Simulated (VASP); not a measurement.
Here is a VASP 6.6.1 calculation.

The input INCAR:

```
SYSTEM = Zn
PREC = Accurate ; ENCUT = 600
EDIFF = 1E-6 ; ISMEAR = -1
SIGMA = 0.05 ; LREAL = .False.
LASPH = .True. ; NELM = 60
ALGO = Fast ; ISIF = 3
LWAVE = .False. ; LCHARG = .False.
GGA = PE ; IBRION = 2
NSW = 60 ; EDIFFG = -0.01
PSTRESS = 20.0
```

KPOINTS

```
regular mesh
0
Gamma
  11 12 12
  0 0 0
```

File POSCAR:

```
Zn
1.0
   -1.5935815700      1.7766151400      1.7460215800
    1.5039206500     -1.5066388000      1.3863843100
    1.5441115400      1.4571687700     -1.4760452300
Zn
1
Direct
    0.0000000000      0.0000000000      0.0000000000
```

Potentials or basis: VASP PAW PBE potentials, release 64 (Zn).

Run with:

```sh
$ cat potpaw_PBE.64/Zn/POTCAR > POTCAR
$ mpirun -np 1 vasp_std > vasp.out
```

(1) Estimate the relaxed volume.

(2) Estimate the space group after relaxing (to 0.1 Å).

(3) What does it give for the band gap on the k mesh?

## Answers

(1) 15.12 Å³/atom.

(2) Immm (No. 71).

(3) zero (bands 6 and 7 overlap by 5.10 eV).

Caveat: the cell is relaxed towards a set pressure, so the run minimises the enthalpy, not the energy.
